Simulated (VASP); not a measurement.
Set up this calculation in VASP 6.6.1, as the native input.

```
Task                   : single point
Functional             : LDA
Potentials or basis    : VASP PAW LDA potentials, release 64 (Mg, O)
Cutoff                 : 600 eV
k mesh                 : 10 × 10 × 10
Occupations            : gaussian, width 0.01 eV
Spin                   : no spin polarisation
Dipole correction      : no
Further INCAR settings : ALGO = Normal; EDIFF = 1e-06; NBANDS = 11
```

The structure of MgO (rock salt) lies in POSCAR:

```
MgO
1.0
    0.0000000000      2.0323551546      2.0323551546
    2.0323551546      0.0000000000      2.0323551546
    2.0323551546      2.0323551546      0.0000000000
Mg O
1 1
Direct
    0.0000000000      0.0000000000      0.0000000000
    0.5000000000      0.5000000000      0.5000000000
```

This cell differs from its parent crystal: volume scaled by 0.9.

These files were run (other wordings do the same):

INCAR

```
ALGO = Normal
EDIFF = 1E-6
ENCUT = 600
GGA = CA
GGA_COMPAT = F
ISIF = 2
ISMEAR = 0
LASPH = T
LCHARG = T
LELF = T
LREAL = F
LVHAR = T
LWAVE = F
NBANDS = 11
NELM = 120
PREC = Accurate
SIGMA = 0.01
```

KPOINTS

```
k-points
0
Gamma
  10 10 10
```

Potentials or basis: VASP PAW LDA potentials, release 64 (Mg, O).

Command:

```sh
$ cat potpaw_LDA.64/Mg/POTCAR potpaw_LDA.64/O/POTCAR > POTCAR
$ mpirun -np 1 vasp_std > vasp.out
```

It gave:

```yaml
Pressure: 11.7 GPa
Band_gap_on_the_k_mesh: 5.77 eV, direct
```

Run time: 11 s on 1 thread of Intel Xeon 8259CL, on a shared host, peak memory 0.13 GiB.
